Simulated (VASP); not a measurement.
The system is BN.

```
B N
1.0
     2.39703    0.00000    0.00000
    -1.19851    2.15498    0.00000
     0.00000    0.00000    5.78079
B N
2 2
Cartesian
  0.0000 1.4367 1.4452
  1.1985 0.7183 4.3356
  0.0000 1.4367 4.3356
  1.1985 0.7183 1.4452
```

This cell differs from its parent crystal: normal strain along x -0.0367, normal strain along z -0.1100.

| Property | Result |
| --- | --- |
| Program | VASP 6.6.1 |
| Task | relaxation of the atoms |
| Functional | LDA |
| Potentials or basis | VASP PAW LDA potentials, release 64 (B, N) |
| Cutoff | 520 eV |
| k mesh | 12 × 12 × 4 |
| Occupations | gaussian, width 0.05 eV |
| Spin | no spin polarisation |

At the start: pressure 21.1 GPa; volume 7.47 Å³/atom.

Problem. Where does the relaxation end?

Solution. Over 3 steps the energy falls by 2.2 meV/atom at a fixed cell; space group Cmcm (No. 63, to 0.1 Å) before and after.

Step by step:
```tsv
step	energy change (eV)	largest force (eV/Å)	pressure (GPa)
1	0.0000	0.6601	21.07
2	0.1138	2.5603	21.11
3	-0.0089	0.0098	20.72
```

Final structure:
```xyz
4
Lattice="2.3970 0.0000 0.0000 -1.1985 2.1550 0.0000 0.0000 0.0000 5.7808" Properties=species:S:1:pos:R:3 pbc="T T T"
B     0.0000    1.4433    1.4452
B     1.1985    0.7116    4.3356
N     0.0000    1.4436    4.3356
N     1.1985    0.7114    1.4452
```

Caveat: the cell differs from its parent crystal (normal strain along x -0.0367, normal strain along z -0.1100).
